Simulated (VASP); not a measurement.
# Co (P6_3/mmc) in VASP: a series of runs

Runs on Co. Level: PBEsol. Tasks: single point.

All numbers are computed with VASP 6.6.1; they aren't measurements. Logs are shortened: lines on timing, memory, paths and dates and some standing lists are left out, and cuts for length are marked.

## Step 1: The cell of the first run

It takes space group P6_3/mmc (No. 194, hexagonal). The conventional cell has a = 2.377 Å, b = 2.377 Å, c = 3.841 Å, α = 90.00°, β = 90.00°, γ = 120.00°. Co (site symmetry -6m2) has 12 Co at 2.36 to 2.38 Å within 3.1 Å.

## Step 2: Single point, PBEsol, collinear spin, ferromagnetic start

File INCAR:

```
SYSTEM = Co
  ALGO = Normal
  EDIFF = 1E-7
  ENCUT = 520
  GGA = PS
  ISIF = 2
  ISMEAR = -1
  ISPIN = 2
  LASPH = .TRUE.
  LCHARG = .FALSE.
  LMAXMIX = 4
  LORBIT = 11
  LREAL = .FALSE.
  LWAVE = .FALSE.
  MAGMOM = 2 2
  NBANDS = 20
  NELM = 150
  PREC = Accurate
  SIGMA = 0.05
```

File KPOINTS:

```
k-points
0
G
  12 12 7
  0 0 0
```

File POSCAR:

```
Co
1.0
    2.3774373743      0.0000000000      0.0000000000
   -1.1887186871      2.0589211620      0.0000000000
    0.0000000000      0.0000000000      3.8405280680
Co
2
Direct
    0.6666666667      0.3333333333      0.7500000000
    0.3333333333      0.6666666667      0.2500000000
```

Potentials or basis: VASP PAW PBE potentials, release 64 (Co).

On the command line:

```
$ cat potpaw_PBE.64/Co/POTCAR > POTCAR
$ mpirun -np 1 vasp_std > vasp.out
```

OUTCAR:

```text
SYSTEM = Co
   EDIFF = 1E-7
   ENCUT = 520
   GGA = PS
   ISIF = 2
   ISMEAR = -1
   ISPIN = 2
   LASPH = .TRUE.
   LORBIT = 11
   LREAL = .FALSE.
   NELM = 150
   PREC = Accurate

 ion  position               nearest neighbor table
   1  0.667  0.333  0.750-   2 2.36   2 2.36   2 2.36   2 2.36   2 2.36   2 2.36
   2  0.333  0.667  0.250-   1 2.36   1 2.36   1 2.36   1 2.36   1 2.36   1 2.36

  LATTYP: Found a hexagonal cell.
 ALAT       =     2.3774373743
 C/A-ratio  =     1.6154066179

  Lattice vectors:

 A1 = (   2.3774373743,   0.0000000000,   0.0000000000)
 A2 = (  -1.1887186871,   2.0589211620,   0.0000000000)
 A3 = (   0.0000000000,   0.0000000000,   3.8405280680)

Analysis of symmetry for initial positions (statically):
=====================================================================
 Subroutine PRICEL returns:
 Original cell was already a primitive cell.

 Routine SETGRP: Setting up the symmetry group for a
 hexagonal supercell.

 Subroutine GETGRP returns: Found 24 space group operations
 (whereof 12 operations were pure point group operations)
 out of a pool of 24 trial point group operations.

The static configuration has the point symmetry D_3d.
 The point group associated with its full space group is D_6h.

Analysis of symmetry for dynamics (positions and initial velocities):
=====================================================================
 Subroutine PRICEL returns:
 Original cell was already a primitive cell.

 Routine SETGRP: Setting up the symmetry group for a
 hexagonal supercell.

 Subroutine GETGRP returns: Found 24 space group operations
 (whereof 12 operations were pure point group operations)
 out of a pool of 24 trial point group operations.

The dynamic configuration has the point symmetry D_3d.
 The point group associated with its full space group is D_6h.

Analysis of structural, dynamic, and magnetic symmetry:
=====================================================================
 Subroutine PRICEL returns:
 Original cell was already a primitive cell.

 Routine SETGRP: Setting up the symmetry group for a
 hexagonal supercell.

 Subroutine GETGRP returns: Found 24 space group operations
 (whereof 12 operations were pure point group operations)
 out of a pool of 24 trial point group operations.

The overall configuration has the point symmetry D_3d.
 The point group associated with its full space group is D_6h.

 Subroutine INISYM returns: Found 24 space group operations
 (whereof 12 operations are pure point group operations),
 and found     1 'primitive' translations

----------------------------------------------------------------------------------------

                                     Primitive cell

  volume of cell :      18.7992

  direct lattice vectors                    reciprocal lattice vectors
     2.377437374  0.000000000  0.000000000     0.420620964  0.242845627  0.000000000
    -1.188718687  2.058921162  0.000000000     0.000000000  0.485691253  0.000000000
     0.000000000  0.000000000  3.840528068     0.000000000  0.000000000  0.260380860

  length of vectors
     2.377437374  2.377437374  3.840528068     0.485691253  0.485691253  0.260380860

  position of ions in fractional coordinates (direct lattice)
     0.666666667  0.333333333  0.750000000
     0.333333333  0.666666667  0.250000000

  ion indices of the primitive-cell ions
   primitive index   ion index
                 1           1
                 2           2

----------------------------------------------------------------------------------------

 KPOINTS: k-points

Automatic generation of k-mesh.
 Grid dimensions read from file:
 generate k-points for:   12   12    7

 Generating k-lattice:

  Cartesian coordinates                     Fractional coordinates (reciprocal lattice)
     0.035051747  0.020237136  0.000000000     0.083333333  0.000000000  0.000000000
     0.000000000  0.040474271  0.000000000     0.000000000  0.083333333  0.000000000
     0.000000000  0.000000000  0.037197266     0.000000000  0.000000000  0.142857143

  Length of vectors
     0.040474271  0.040474271  0.037197266

  Shift w.r.t. Gamma in fractional coordinates (k-lattice)
     0.000000000  0.000000000  0.000000000

 Subroutine IBZKPT returns following result:
 ===========================================

 Found     76 irreducible k-points:

 Following reciprocal coordinates:
            Coordinates               Weight
  0.000000  0.000000  0.000000      1.000000
  0.083333  0.000000  0.000000      6.000000
  0.166667  0.000000  0.000000      6.000000
  0.250000 -0.000000  0.000000      6.000000
  0.333333 -0.000000  0.000000      6.000000
  0.416667  0.000000  0.000000      6.000000
[... 16 lines left out ...]
  0.250000 -0.000000  0.142857     12.000000
  0.333333 -0.000000  0.142857     12.000000
 [... further k-points ...]
   k-points           NKPTS =     76   k-points in BZ     NKDIM =     76   number of bands    NBANDS=     20
   number of dos      NEDOS =    301   number of ions     NIONS =      2
   total plane-waves  NPLWV =   9720
   dimension x,y,z NGX =    18 NGY =   18 NGZ =   30
   dimension x,y,z NGXF=    36 NGYF=   36 NGZF=   60
   ions per type =               2
   NGX,Y,Z   is equivalent  to a cutoff of  12.59, 12.59, 12.99 a.u.
   NGXF,Y,Z  is equivalent  to a cutoff of  25.17, 25.17, 25.97 a.u.
 SYSTEM =  Co
   PREC   = accura    normal or accurate (medium, high low for compatibility)
   ISTART =      0    job   : 0-new  1-cont  2-samecut
   ICHARG =      2    charge: 1-file 2-atom 10-const
   ISPIN  =      2    spin polarized calculation?
   LNONCOLLINEAR =      F non collinear calculations
   LSORBIT =      F    spin-orbit coupling
   LASPH  =      T    aspherical Exc in radial PAW
   ENCUT  =  520.0 eV  38.22 Ry    6.18 a.u.   4.42  4.42  7.14*2*pi/ulx,y,z
   NELM   =    150;   NELMIN=  2; NELMDL= -5     # of ELM steps
   EDIFF  = 0.1E-06   stopping-criterion for ELM
   LREAL  =      F    real-space projection
   EDIFFG = 0.1E-05   stopping-criterion for IOM
   NSW    =      0    number of steps for IOM
   IBRION =     -1    ionic relax: 0-MD 1-quasi-New 2-CG
   NFREE  =      0    steps in history (QN), initial steepest desc. (CG)
   ISIF   =      2    stress and relaxation
   ISYM   =      2    0-nonsym 1-usesym 2-fastsym
   POTIM  = 0.5000    time-step for ionic-motion
   TEBEG  =    0.0;   TEEND  =   0.0 temperature during run
   PSTRESS=    0.0 pullay stress
   NELECT =      18.0000    total number of electrons
   NUPDOWN=      -1.0000    fix difference up-down
   EMIN   =  10.00;   EMAX   =-10.00  energy-range for DOS
   EFERMI =   0.00;   METHOD = LEGACY
   ISMEAR =    -1;   SIGMA  =   0.05  broadening in eV -4-tet -1-fermi 0-gaus
   EFERMI_NEDOS =   21; number of points for ismear=-14 and -15
   IALGO  =     38    algorithm
   IMIX   =      4    mixing-type and parameters
     AMIX     =   0.40;   BMIX     =  1.00
     AMIX_MAG =   1.60;   BMIX_MAG =  1.00
  volume/ion in A,a.u.               =       9.40        63.43
  Fermi-wavevector in a.u.,A,eV,Ry     =   1.613562  3.049191 35.423903  2.603583
  Thomas-Fermi vector in A             =   2.708612
   LORBIT       =     11    0 simple, 1 ext, 2 COOP (PROOUT), +10 PAW based schemes
   GGA     = PS    functional components
   LHFCALC =     F    Hartree Fock is set to
   AEXX    =    0.0000 exact exchange contribution
   IVDW    =     0    specifies the selected vdW correction
   LEPSILON=     F    determine dielectric tensor
   LRPA    =     F    only Hartree local field effects (RPA)
 spin polarized calculation
  energy-cutoff  :      520.00
  volume of cell :       18.80
 maximum number of plane-waves:       537
 NGX is ok and might be reduce to    18
   NGX =  9   NGY =  9   NGZ = 15

 number of electron      18.0000018 magnetization       2.9662482

 Free energy of the ion-electron system (eV)
  ---------------------------------------------------
  ext. energy  EPLUGINS =         0.00000000
  ---------------------------------------------------
  free energy    TOTEN  =       -15.32721568 eV

  energy without entropy =      -15.31550928  energy(sigma->0) =      -15.32136248

 E-fermi :  12.2396     XC(G=0): -14.4502

 val. band max:       12.2311777562   @ k =   0.2500  -0.0000   0.1429
 cond. band min:      12.2750461799   @ k =   0.3333   0.0833   0.4286
 fundamental gap:      0.0438684237
 Fermi energy:        12.2395850648

 spin component 1

 k-point     1 :       0.0000    0.0000    0.0000
  band No.  band energies     occupation
      1       2.4097      1.00000
      2       6.3785      1.00000
      3       9.4538      1.00000
      4       9.4741      1.00000
      5       9.4741      1.00000
      6       9.8770      1.00000
[... 12 lines left out ...]
     19      40.6752      0.00000
     20      40.6753      0.00000

 k-point     2 :       0.0833    0.0000    0.0000
  band No.  band energies     occupation
      1       2.6815      1.00000
      2       6.5487      1.00000
      3       9.1746      1.00000
      4       9.6156      1.00000
      5       9.7023      1.00000
      6       9.8167      1.00000
[... 12 lines left out ...]
     19      41.4954      0.00000
     20      43.2646      0.00000

 k-point     3 :       0.1667    0.0000    0.0000
  band No.  band energies     occupation
      1       3.4627      1.00000
      2       6.9668      1.00000
      3       8.8234      1.00000
      4       9.1784      1.00000
      5       9.5969      1.00000
      6      10.0025      1.00000
[... 12 lines left out ...]
     19      41.0185      0.00000
     20      43.7668      0.00000

 k-point     4 :       0.2500   -0.0000    0.0000
  band No.  band energies     occupation
      1       4.6259      1.00000
      2       7.2885      1.00000
      3       8.2871      1.00000
      4       8.6091      1.00000
      5       9.4807      1.00000
      6       9.7355      1.00000
[... 429 lines left out ...]
 k-point    23 :       0.2500   -0.0000    0.1429
  band No.  band energies     occupation
      1       4.7940      1.00000
      2       7.3445      1.00000
      3       8.1576      1.00000
      4       8.6606      1.00000
      5       9.3295      1.00000
      6       9.7688      1.00000
[... 12 lines left out ...]
     19      39.8953      0.00000
     20      40.9249      0.00000

 k-point    24 :       0.3333   -0.0000    0.1429
  band No.  band energies     occupation
      1       5.9062      1.00000
      2       7.2272      1.00000
      3       7.6860      1.00000
      4       8.6027      1.00000
      5       9.5331      1.00000
      6       9.5813      1.00000
[... 12 lines left out ...]
     19      38.0325      0.00000
     20      39.5643      0.00000

 [... further k-points ...]

 spin component 2

 k-point     1 :       0.0000    0.0000    0.0000
  band No.  band energies     occupation
      1       2.5007      1.00000
      2       7.2700      1.00000
      3      10.9512      1.00000
      4      10.9562      1.00000
      5      10.9562      1.00000
      6      11.4126      1.00000
[... 12 lines left out ...]
     19      41.0400      0.00000
     20      41.0400      0.00000

 k-point     2 :       0.0833    0.0000    0.0000
  band No.  band energies     occupation
      1       2.7738      1.00000
      2       7.4575      1.00000
      3      10.6180      1.00000
      4      11.1086      1.00000
      5      11.2183      1.00000
      6      11.2589      1.00000
[... 12 lines left out ...]
     19      41.4958      0.00000
     20      43.6220      0.00000

 k-point     3 :       0.1667    0.0000    0.0000
  band No.  band energies     occupation
      1       3.5632      1.00000
      2       7.9316      1.00000
      3      10.1895      1.00000
      4      10.1914      1.00000
      5      11.0692      1.00000
      6      11.5415      1.00000
[... 12 lines left out ...]
     19      41.1628      0.00000
     20      43.9707      0.00000

 k-point     4 :       0.2500   -0.0000    0.0000
  band No.  band energies     occupation
      1       4.7646      1.00000
      2       8.3595      1.00000
      3       9.3280      1.00000
      4       9.8436      1.00000
      5      10.8985      1.00000
      6      11.2741      1.00000
[... 429 lines left out ...]
 k-point    23 :       0.2500   -0.0000    0.1429
  band No.  band energies     occupation
      1       4.9465      1.00000
      2       8.3557      1.00000
      3       9.1817      1.00000
      4       9.9009      1.00000
      5      10.7589      1.00000
      6      11.3058      1.00000
[... 12 lines left out ...]
     19      40.3272      0.00000
     20      41.2927      0.00000

 k-point    24 :       0.3333   -0.0000    0.1429
  band No.  band energies     occupation
      1       6.2472      1.00000
      2       8.3142      1.00000
      3       8.7240      1.00000
      4       9.7585      1.00000
      5      10.8804      1.00000
      6      11.0984      1.00000
[... 12 lines left out ...]
     19      38.5226      0.00000
     20      39.9434      0.00000

 [... further k-points ...]
[... 5 lines left out ...]
  --------------------------------------------------------------------------------------
  -------------------------------------------------------------------------------------
  Total        3.3685704      3.3685704      3.3619894      0.0000000      0.0000000      0.0000000
  in kB      287.0889416    287.0889416    286.5280748      0.0000000      0.0000000      0.0000000
  external PRESSURE =     286.9019860 kB  Pullay stress =       0.0000000 kB

 VOLUME and BASIS-vectors are now :
 -----------------------------------------------------------------------------
  energy-cutoff  :      520.00
  volume of cell :       18.80
      direct lattice vectors                 reciprocal lattice vectors
     2.377437374  0.000000000  0.000000000     0.420620964  0.242845627  0.000000000
    -1.188718687  2.058921162  0.000000000     0.000000000  0.485691253  0.000000000
     0.000000000  0.000000000  3.840528068     0.000000000  0.000000000  0.260380860

 POSITION                                       TOTAL-FORCE (eV/Angst)
 -----------------------------------------------------------------------------------
      1.18872      0.68631      2.88040        -0.000000      0.000000      0.000000
     -0.00000      1.37261      0.96013         0.000000     -0.000000      0.000000
 -----------------------------------------------------------------------------------
    total drift:                               -0.000000      0.000000     -0.000000

  FREE ENERGIE OF THE ION-ELECTRON SYSTEM (eV)
  ---------------------------------------------------
  free  energy   TOTEN  =       -15.3272156756 eV

  energy  without entropy=      -15.3155092832  energy(sigma->0) =      -15.32136248

 total charge

# of ion       s       p       d       tot
------------------------------------------
    1        0.554   0.664   7.376   8.594
    2        0.554   0.664   7.376   8.594
--------------------------------------------------
tot          1.109   1.328  14.752  17.188

 magnetization (x)

# of ion       s       p       d       tot
------------------------------------------
    1       -0.016  -0.050   1.538   1.472
    2       -0.016  -0.050   1.538   1.472
--------------------------------------------------
tot         -0.031  -0.100   3.076   2.945
```

Wall time 35 s (1 thread of Intel Xeon Platinum 8559C (Emerald Rapids), shared host); peak memory 0.16 GiB.

Results:

- Free energy: -15.3272 eV
- Pressure: 28.7 GPa
- Net moment: 2.97 μB per cell
- Site moments: Co +1.47 μB
- Valence electrons inside the program's atomic spheres: Co 8.59

Caveat: the PAW data sets were made with another functional, which shifts forces and pressure a little.

## Step 3: Single point, PBEsol, collinear spin, ferromagnetic start

This run uses another cell than the first one, of 9.66 Å³/atom, 1.028 times its volume.

File INCAR:

```
SYSTEM = Co
PREC = Accurate
ENCUT = 520
EDIFF = 1E-7
ISMEAR = -1
SIGMA = 0.05
LREAL = .False.
LASPH = .True.
NELM = 150
ALGO = Normal
ISIF = 2
LWAVE = .False.
LCHARG = .True.
ISPIN = 2
MAGMOM = 2 2
LORBIT = 11
LMAXMIX = 4
GGA = PS
LELF = .True.
LVHAR = .True.
NBANDS = 20
```

File KPOINTS:

```
regular mesh
0
Gamma
  12 12 7
  0 0 0
```

File POSCAR:

```
Co
1.0
    2.3991994705      0.0000000000      0.0000000000
   -1.1995997353      2.0777676902      0.0000000000
    0.0000000000      0.0000000000      3.8750831430
Co
2
Direct
    0.6666666667      0.3333333333      0.7500000000
    0.3333333333      0.6666666667      0.2500000000
```

Potentials or basis: VASP PAW PBE potentials, release 64 (Co).

On the command line:

```
$ cat potpaw_PBE.64/Co/POTCAR > POTCAR
$ mpirun -np 1 vasp_std > vasp.out
```

Wall time 40 s (1 thread of Intel Xeon Platinum 8559C (Emerald Rapids), shared host); peak memory 0.16 GiB.

It converged, with:

* Free energy: -15.4037 eV
* Pressure: 18.8 GPa
* Net moment: 2.98 μB per cell
* Site moments: Co +1.49 μB
* Valence electrons inside the program's atomic spheres: Co 8.53

Levels at points of the mesh, in eV from the Fermi level:
Spin up:
```tsv
k point	band 8	band 9	band 10	band 11	band 12	band 13
(0.00, 0.00, 0.00)	-1.91	-1.91	-0.58	-0.58	-0.16	7.48
(0.50, 0.00, 0.00)	-0.43	-0.30	-0.25	1.68	3.96	10.65
```
Spin down:
| k point | band 3 | band 4 | band 5 | band 6 | band 7 | band 8 | band 9 | band 10 | band 11 | band 12 |
| --- | --- | --- | --- | --- | --- | --- | --- | --- | --- | --- |
| (0.00, 0.00, 0.00) | -1.23 | -1.23 | -1.23 | -0.79 | -0.79 | -0.29 | -0.29 | -0.11 | 1.15 | 1.15 |
| (0.50, 0.00, 0.00) | -3.87 | -2.08 | -1.41 | -1.27 | -0.78 | 1.30 | 1.47 | 1.50 | 2.89 | 4.91 |

Caveat: the PAW data sets were made with another functional, which shifts forces and pressure a little.

(Continued in part 2 of 2.)
